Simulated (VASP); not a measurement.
Write the native input for VASP 6.6.1 that does the following.

```yaml
Task: relaxation of cell and atoms
Functional: PBE
Potentials_or_basis: VASP PAW PBE potentials, release 64 (Mg_sv, Zr_sv, H)
Cutoff: 750 eV
k_mesh: 4 × 4 × 4
Occupations: gaussian, width 0.15 eV
Spin: no spin polarisation
Dipole_correction: no
Mended: yes
Further_INCAR_settings: ALGO = Normal; EDIFF = 1e-07; IBRION = 2; EDIFFG = -0.08; NSW = 36; ISIF = 3
```

The structure of MgZrH4 lies in POSCAR:

```
MgZrH4
1.0
    1.9917483000      1.1499364200      4.8894382900
   -1.9917483000      1.1499364200      4.8894382900
    0.0000000000     -2.2998728300      4.8894382900
Mg Zr H
1 1 4
Direct
    0.6295037300      0.6295037300      0.6295037300
    0.8567721400      0.8567721400      0.8567721400
    0.3481229400      0.6164205600      0.3481229400
    0.3481229400      0.3481229400      0.6164205600
    0.6164205600      0.3481229400      0.3481229400
    0.3243339500      0.3243339500      0.3243339500
```

The cell was built from a structure type or drawn by symmetry, and may not be a known phase.

The input as run:

INCAR

```
SYSTEM = MgZrH4
  PREC = Accurate
  ENCUT = 750
  EDIFF = 1E-7
  ISMEAR = 0
  SIGMA = 0.15
  LREAL = .False.
  LASPH = .True.
  NELM = 120
  ALGO = Normal
  ISIF = 3
  LWAVE = .False.
  LCHARG = .False.
  GGA = PE
  IBRION = 2
  NSW = 36
  EDIFFG = -0.08
  GGA_COMPAT = .False.
  NELMIN = 4
```

KPOINTS

```
Automatic mesh
0
Gamma
  4 4 4
  0 0 0
```

Potentials or basis: VASP PAW PBE potentials, release 64 (Mg_sv, Zr_sv, H).

Command:

```bash
$ cat potpaw_PBE.64/Mg_sv/POTCAR potpaw_PBE.64/Zr_sv/POTCAR potpaw_PBE.64/H/POTCAR > POTCAR
$ mpirun -np 1 vasp_std > vasp.out
```

Results of the run:

```
Relaxed volume                        : 9.56 Å³/atom
Relaxed cell                          : a = 5.690 Å, b = 5.690 Å, c = 5.690 Å, α = 36.14°, β = 36.14°, γ = 36.14°
Space group after relaxing (to 0.1 Å) : R3m (No. 160)
Energy gained by relaxing             : 733.6 meV/atom
Ionic steps                           : 15
Pressure after relaxing               : 0.5 GPa
Largest force after relaxing          : 0.072 eV/Å
Band gap on the k mesh                : zero (bands 13 and 14 overlap by 0.02 eV)
```

Caveat: the k points lie up to 0.52 Å⁻¹ apart in the final cell; the relaxation stopped at a loose force limit of 0.08 eV/Å, so its end isn't a converged minimum.

It took 7.6 min on 1 thread of Intel(R) Xeon(R) Platinum 8259CL CPU @ 2.50GHz (Skylake/Cascade Lake), on a shared host, peak memory 0.37 GiB.
